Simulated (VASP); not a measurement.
# Ba (a cell with a defect) in VASP: further runs

The runs below take Ba (a cell with a defect) through single point, with PBEsol.

All numbers are computed with VASP 6.6.1; they aren't measurements. Logs are shortened: lines on timing, memory, paths and dates and some standing lists are left out, and cuts for length are marked.

### 1 The cell of the first run

The cell holds a defect, 7 atoms: a = 7.999 Å, b = 7.999 Å, c = 7.211 Å, α = 90.00°, β = 90.00°, γ = 90.00°.

### 2 Single point, PBEsol

The input, INCAR:

```
SYSTEM = Ba
ALGO = Normal
EDIFF = 1E-6
ENCUT = 400
GGA = PS
GGA_COMPAT = .FALSE.
ISIF = 2
ISMEAR = 0
LASPH = .TRUE.
LCHARG = .FALSE.
LREAL = .FALSE.
LWAVE = .FALSE.
NBANDS = 44
NELM = 120
PREC = Accurate
SIGMA = 0.1
```

The input, KPOINTS:

```
k-points
0
G
  1 1 1
  0 0 0
```

The input, POSCAR:

```
Ba
1.0
    7.9993000000      0.0000000000      0.0000000000
    0.0000000000      7.9993000000      0.0000000000
    0.0000000000      0.0000000000      7.2110780000
Ba
7
Direct
    0.2500000000      0.2500000000      0.6248792483
    0.2500000000      0.7500000000      0.2489894021
    0.2500000000      0.7500000000      0.7505764048
    0.7500000000      0.2500000000      0.2489894021
    0.7500000000      0.2500000000      0.7505765435
    0.7500000000      0.7500000000      0.2527534718
    0.7500000000      0.7500000000      0.7482355620
```

Potentials or basis: VASP PAW PBE potentials, release 64 (Ba_sv).

Run with:

```
cat potpaw_PBE.64/Ba_sv/POTCAR > POTCAR
mpirun -np 1 vasp_gam > vasp.out
```

OUTCAR:

```text
SYSTEM = Ba
   EDIFF = 1E-6
   ENCUT = 400
   GGA = PS
   ISIF = 2
   ISMEAR = 0
   LASPH = .TRUE.
   LREAL = .FALSE.
   NELM = 120
   PREC = Accurate

 ion  position               nearest neighbor table
   1  0.250  0.250  0.625-   3 4.10   3 4.10   5 4.10   5 4.10
   2  0.250  0.750  0.249-   3 3.59   3 3.62   6 4.00   6 4.00
   3  0.250  0.750  0.751-   2 3.59   2 3.62   7 4.00   7 4.00   1 4.10   1 4.10
   4  0.750  0.250  0.249-   5 3.59   5 3.62   6 4.00   6 4.00
   5  0.750  0.250  0.751-   4 3.59   4 3.62   7 4.00   7 4.00   1 4.10   1 4.10
   6  0.750  0.750  0.253-   7 3.57   7 3.64   2 4.00   4 4.00   4 4.00   2 4.00
   7  0.750  0.750  0.748-   6 3.57   6 3.64   3 4.00   3 4.00   5 4.00   5 4.00

  LATTYP: Found a simple tetragonal cell.
 ALAT       =     7.9993000000
 C/A-ratio  =     0.9014636281

  Lattice vectors:

 A1 = (   7.9993000000,   0.0000000000,   0.0000000000)
 A2 = (   0.0000000000,   7.9993000000,   0.0000000000)
 A3 = (   0.0000000000,   0.0000000000,   7.2110780000)

Analysis of symmetry for initial positions (statically):
=====================================================================
 Subroutine PRICEL returns:
 Original cell was already a primitive cell.

 Routine SETGRP: Setting up the symmetry group for a
 simple tetragonal supercell.

 Subroutine GETGRP returns: Found  8 space group operations
 (whereof  2 operations were pure point group operations)
 out of a pool of 16 trial point group operations.

The static configuration has the point symmetry C_1h.
 The point group associated with its full space group is C_4v.

Analysis of symmetry for dynamics (positions and initial velocities):
=====================================================================
 Subroutine PRICEL returns:
 Original cell was already a primitive cell.

 Routine SETGRP: Setting up the symmetry group for a
 simple tetragonal supercell.

 Subroutine GETGRP returns: Found  8 space group operations
 (whereof  2 operations were pure point group operations)
 out of a pool of 16 trial point group operations.

The dynamic configuration has the point symmetry C_1h.
 The point group associated with its full space group is C_4v.

 Subroutine INISYM returns: Found  8 space group operations
 (whereof  2 operations are pure point group operations),
 and found     1 'primitive' translations

----------------------------------------------------------------------------------------

                                     Primitive cell

  volume of cell :     461.4282

  direct lattice vectors                    reciprocal lattice vectors
     7.999300000  0.000000000  0.000000000     0.125010938  0.000000000  0.000000000
     0.000000000  7.999300000  0.000000000     0.000000000  0.125010938  0.000000000
     0.000000000  0.000000000  7.211078000     0.000000000  0.000000000  0.138675521

  length of vectors
     7.999300000  7.999300000  7.211078000     0.125010938  0.125010938  0.138675521

  position of ions in fractional coordinates (direct lattice)
     0.250000000  0.250000000  0.624879248
     0.250000000  0.750000000  0.248989402
     0.250000000  0.750000000  0.750576405
     0.750000000  0.250000000  0.248989402
     0.750000000  0.250000000  0.750576544
     0.750000000  0.750000000  0.252753472
     0.750000000  0.750000000  0.748235562

  ion indices of the primitive-cell ions
   primitive index   ion index
                 1           1
                 2           2
                 3           3
                 4           4
                 5           5
                 6           6
                 7           7

----------------------------------------------------------------------------------------

 KPOINTS: k-points

Automatic generation of k-mesh.
 Grid dimensions read from file:
 generate k-points for:    1    1    1

 Generating k-lattice:

  Cartesian coordinates                     Fractional coordinates (reciprocal lattice)
     0.125010938  0.000000000  0.000000000     1.000000000  0.000000000  0.000000000
     0.000000000  0.125010938  0.000000000     0.000000000  1.000000000  0.000000000
     0.000000000  0.000000000  0.138675521     0.000000000  0.000000000  1.000000000

  Length of vectors
     0.125010938  0.125010938  0.138675521

  Shift w.r.t. Gamma in fractional coordinates (k-lattice)
     0.000000000  0.000000000  0.000000000

 Subroutine IBZKPT returns following result:
 ===========================================

 Found      1 irreducible k-points:

 Following reciprocal coordinates:
            Coordinates               Weight
  0.000000  0.000000  0.000000      1.000000
   k-points           NKPTS =      1   k-points in BZ     NKDIM =      1   number of bands    NBANDS=     44
   number of dos      NEDOS =    301   number of ions     NIONS =      7
   total plane-waves  NPLWV = 139968
   dimension x,y,z NGX =    54 NGY =   54 NGZ =   48
   dimension x,y,z NGXF=   108 NGYF=  108 NGZF=   96
   ions per type =               7
   NGX,Y,Z   is equivalent  to a cutoff of  11.22, 11.22, 11.07 a.u.
   NGXF,Y,Z  is equivalent  to a cutoff of  22.45, 22.45, 22.13 a.u.
 SYSTEM =  Ba
   PREC   = accura    normal or accurate (medium, high low for compatibility)
   ISTART =      0    job   : 0-new  1-cont  2-samecut
   ICHARG =      2    charge: 1-file 2-atom 10-const
   ISPIN  =      1    spin polarized calculation?
   LNONCOLLINEAR =      F non collinear calculations
   LSORBIT =      F    spin-orbit coupling
   LASPH  =      T    aspherical Exc in radial PAW
   ENCUT  =  400.0 eV  29.40 Ry    5.42 a.u.  13.04 13.04 11.76*2*pi/ulx,y,z
   NELM   =    120;   NELMIN=  2; NELMDL= -5     # of ELM steps
   EDIFF  = 0.1E-05   stopping-criterion for ELM
   LREAL  =      F    real-space projection
   EDIFFG = 0.1E-04   stopping-criterion for IOM
   NSW    =      0    number of steps for IOM
   IBRION =     -1    ionic relax: 0-MD 1-quasi-New 2-CG
   NFREE  =      0    steps in history (QN), initial steepest desc. (CG)
   ISIF   =      2    stress and relaxation
   ISYM   =      2    0-nonsym 1-usesym 2-fastsym
   POTIM  = 0.5000    time-step for ionic-motion
   TEBEG  =    0.0;   TEEND  =   0.0 temperature during run
   PSTRESS=    0.0 pullay stress
   NELECT =      70.0000    total number of electrons
   NUPDOWN=      -1.0000    fix difference up-down
   EMIN   =  10.00;   EMAX   =-10.00  energy-range for DOS
   EFERMI =   0.00;   METHOD = LEGACY
   ISMEAR =     0;   SIGMA  =   0.10  broadening in eV -4-tet -1-fermi 0-gaus
   EFERMI_NEDOS =   21; number of points for ismear=-14 and -15
   IALGO  =     38    algorithm
   IMIX   =      4    mixing-type and parameters
     AMIX     =   0.40;   BMIX     =  1.00
     AMIX_MAG =   1.60;   BMIX_MAG =  1.00
  volume/ion in A,a.u.               =      65.92       444.84
  Fermi-wavevector in a.u.,A,eV,Ry     =   0.873118  1.649953 10.372191  0.762335
  Thomas-Fermi vector in A             =   1.992463
   LORBIT       =      0    0 simple, 1 ext, 2 COOP (PROOUT), +10 PAW based schemes
   GGA     = PS    functional components
   LHFCALC =     F    Hartree Fock is set to
   AEXX    =    0.0000 exact exchange contribution
   IVDW    =     0    specifies the selected vdW correction
   LEPSILON=     F    determine dielectric tensor
   LRPA    =     F    only Hartree local field effects (RPA)
 non-spin polarized calculation
 Gauss-broadening in eV      SIGMA  =   0.10
  energy-cutoff  :      400.00
  volume of cell :      461.43
 maximum number of plane-waves:      4200
 NGX is ok and might be reduce to    54
   NGX = 27   NGY = 27   NGZ = 23

 number of electron      69.9999982 magnetization

 Free energy of the ion-electron system (eV)
  ---------------------------------------------------
  ext. energy  EPLUGINS =         0.00000000
  ---------------------------------------------------
  free energy    TOTEN  =       -15.37445848 eV

  energy without entropy =      -15.32576122  energy(sigma->0) =      -15.35010985

 E-fermi :   1.2792     XC(G=0):  -7.2328

 val. band max:        1.1853079501   @ k =   0.0000   0.0000   0.0000
 cond. band min:       1.3769140639   @ k =   0.0000   0.0000   0.0000
 fundamental gap:      0.1916061138
 Fermi energy:         1.2792480563

 k-point     1 :       0.0000    0.0000    0.0000
  band No.  band energies     occupation
      1     -28.0893      2.00000
      2     -27.6903      2.00000
      3     -27.6857      2.00000
      4     -27.4730      2.00000
      5     -27.4680      2.00000
      6     -27.3770      2.00000
      7     -27.2096      2.00000
      8     -13.5471      2.00000
      9     -13.5251      2.00000
     10     -13.3430      2.00000
     11     -13.3430      2.00000
     12     -13.2395      2.00000
     13     -13.2196      2.00000
     14     -13.0612      2.00000
     15     -13.0612      2.00000
     16     -12.8591      2.00000
     17     -12.8591      2.00000
     18     -12.8071      2.00000
     19     -12.8071      2.00000
     20     -12.6218      2.00000
     21     -12.6218      2.00000
     22     -12.3616      2.00000
     23     -12.3616      2.00000
     24     -12.1724      2.00000
     25     -12.1724      2.00000
     26     -12.1166      2.00000
     27     -12.1103      2.00000
     28     -11.8228      2.00000
     29      -1.2016      2.00000
     30       0.4227      2.00000
     31       0.4227      2.00000
     32       0.4910      2.00000
     33       0.5299      2.00000
     34       0.6551      2.00000
     35       1.1853      1.81599
     36       1.3769      0.16722
     37       1.4648      0.00870
     38       1.4825      0.00405
     39       1.4825      0.00405
     40       1.8261      0.00000
     41       1.8774      0.00000
     42       2.0786      0.00000
     43       2.0954      0.00000
     44       2.1208      0.00000

------------------------ aborting loop because EDIFF is reached ----------------------------------------

  FORCE on cell =-STRESS in cart. coord.  units (eV):
  Direction    XX          YY          ZZ          XY          YZ          ZX
  --------------------------------------------------------------------------------------
  -------------------------------------------------------------------------------------
  Total       -9.9501508     -9.9501508      3.6098996      0.0000000     -0.0000000      0.0000000
  in kB      -34.5490478    -34.5490478     12.5343420      0.0000000     -0.0000000      0.0000000
  external PRESSURE =     -18.8545845 kB  Pullay stress =       0.0000000 kB

 VOLUME and BASIS-vectors are now :
 -----------------------------------------------------------------------------
  energy-cutoff  :      400.00
  volume of cell :      461.43
      direct lattice vectors                 reciprocal lattice vectors
     7.999300000  0.000000000  0.000000000     0.125010938  0.000000000  0.000000000
     0.000000000  7.999300000  0.000000000     0.000000000  0.125010938  0.000000000
     0.000000000  0.000000000  7.211078000     0.000000000  0.000000000  0.138675521

 POSITION                                       TOTAL-FORCE (eV/Angst)
 -----------------------------------------------------------------------------------
      1.99982      1.99982      4.50605        -0.000000      0.000000      0.513819
      1.99982      5.99948      1.79548        -0.000000     -0.000000     -0.076392
      1.99982      5.99948      5.41246        -0.000000      0.000000     -0.096832
      5.99948      1.99982      1.79548        -0.000000      0.000000     -0.076392
      5.99948      1.99982      5.41247        -0.000000      0.000000     -0.096832
      5.99948      5.99948      1.82262        -0.000000      0.000000     -0.092805
      5.99948      5.99948      5.39558         0.000000      0.000000     -0.074566
 -----------------------------------------------------------------------------------
    total drift:                                0.000000      0.000000     -0.000916

  FREE ENERGIE OF THE ION-ELECTRON SYSTEM (eV)
  ---------------------------------------------------
  free  energy   TOTEN  =       -15.3744584778 eV

  energy  without entropy=      -15.3257612190  energy(sigma->0) =      -15.35010985
```

It took 15 s on 1 thread of AMD EPYC 9R45 (Zen 5), shared host; peak memory 0.28 GiB.

What came out:

| Item | Value |
| --- | --- |
| Free energy | -15.3745 eV |
| Pressure | -1.9 GPa |
| Largest force | 0.514 eV/Å |
| Band gap on the k mesh | 0.19 eV |

Forces in eV/Å, atoms in the order of the input:
```
Ba   0.000  0.000  0.514
Ba   0.000  0.000 -0.076
Ba   0.000  0.000 -0.097
Ba   0.000  0.000 -0.076
Ba   0.000  0.000 -0.097
Ba   0.000  0.000 -0.093
Ba   0.000  0.000 -0.075
```

Stress tensor (GPa, compression positive):
```
-3.45  0.00  0.00
 0.00 -3.45  0.00
 0.00  0.00  1.25
```

Caveat: the k points lie up to 0.87 Å⁻¹ apart; the PAW data sets were made with another functional, which shifts forces and pressure a little; spin-orbit coupling is left out, which moves the levels of the heavy elements.

### 3 Single point, PBEsol

The input, INCAR:

```
SYSTEM = Ba
PREC = Accurate
ENCUT = 400
EDIFF = 1E-6
ISMEAR = 0
SIGMA = 0.1
LREAL = .FALSE.
LASPH = .TRUE.
NELM = 120
ALGO = Normal
ISIF = 2
LWAVE = .FALSE.
LCHARG = .FALSE.
GGA = PS
NBANDS = 44
GGA_COMPAT = .FALSE.
```

The input, KPOINTS:

```
Automatic mesh
0
G
  1 1 1
  0 0 0
```

The input, POSCAR:

```
Ba
1.0
    7.9993000000      0.0000000000      0.0000000000
    0.0000000000      7.9993000000      0.0000000000
    0.0000000000      0.0000000000      7.2110780000
Ba
7
Direct
    0.2500000000      0.2500000000      0.3751207517
    0.2500000000      0.7500000000      0.2494235952
    0.2500000000      0.7500000000      0.7510105979
    0.7500000000      0.2500000000      0.2494235952
    0.7500000000      0.2500000000      0.7510105979
    0.7500000000      0.7500000000      0.2517644380
    0.7500000000      0.7500000000      0.7472465282
```

Potentials or basis: VASP PAW PBE potentials, release 64 (Ba_sv).

Run with:

```
cat potpaw_PBE.64/Ba_sv/POTCAR > POTCAR
mpirun -np 1 vasp_gam > vasp.out
```

Wall time 15 s (1 thread of AMD EPYC 9R45 (Zen 5), shared host); peak memory 0.28 GiB.

The run converged. Its results:

```
Free energy            : -15.3745 eV
Pressure               : -1.9 GPa
Largest force          : 0.514 eV/Å
Band gap on the k mesh : 0.19 eV
```

Forces in eV/Å, atoms in the order of the input:
```
Ba   0.000  0.000 -0.514
Ba   0.000  0.000  0.097
Ba   0.000  0.000  0.076
Ba   0.000  0.000  0.097
Ba   0.000  0.000  0.076
Ba   0.000  0.000  0.075
Ba   0.000  0.000  0.093
```

Stress tensor (GPa, compression positive):
```
-3.45  0.00  0.00
 0.00 -3.45  0.00
 0.00  0.00  1.25
```

Levels at points of the mesh, in eV from the valence-band top:
```csv
k point,band 33,band 34,band 35,band 36,band 37,band 38
"(0.00, 0.00, 0.00)",-0.66,-0.53,0.00,0.19,0.28,0.30
```

Caveat: the k points lie up to 0.87 Å⁻¹ apart; the PAW data sets were made with another functional, which shifts forces and pressure a little; spin-orbit coupling is left out, which moves the levels of the heavy elements.
